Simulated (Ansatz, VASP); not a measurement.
**H: VASP beside Ansatz**

```xyz
2
Lattice="12.0000 0.0000 0.0000 0.0000 12.3000 0.0000 0.0000 0.0000 12.6000" Properties=species:S:1:pos:R:3 pbc="T T T"
H     6.0000    6.1500    5.9293
H     6.0000    6.1500    6.6707
```

Alike in both runs: functional r2SCAN; k mesh 1 × 1 × 1; occupations fermi-dirac, width 0.01 eV; no spin polarisation.

Ansatz relaxed the structure, and its values are those at the end. VASP's run is a single point on that final structure, the one shown.

|  | VASP | Ansatz |
| --- | --- | --- |
| version | VASP 6.6.1 | Ansatz 0.2.0 |
| potentials or method | VASP PAW PBE potentials, release 64 (H), cutoff 520 eV | plane waves (500 eV) with PAW, scalar-relativistic |
| valence electrons in the cell | 2 | 2 |

Ansatz gave:

| Property | Result |
| --- | --- |
| rms of the force components (eV/Å) | 0.004 |

Question: Estimate VASP's values.

Answer: rms of the force components (eV/Å): 0.003.

VASP's potentials were made for PBE, not for r2SCAN. With one functional, cell and mesh, what is left measures potentials, basis and numerics.
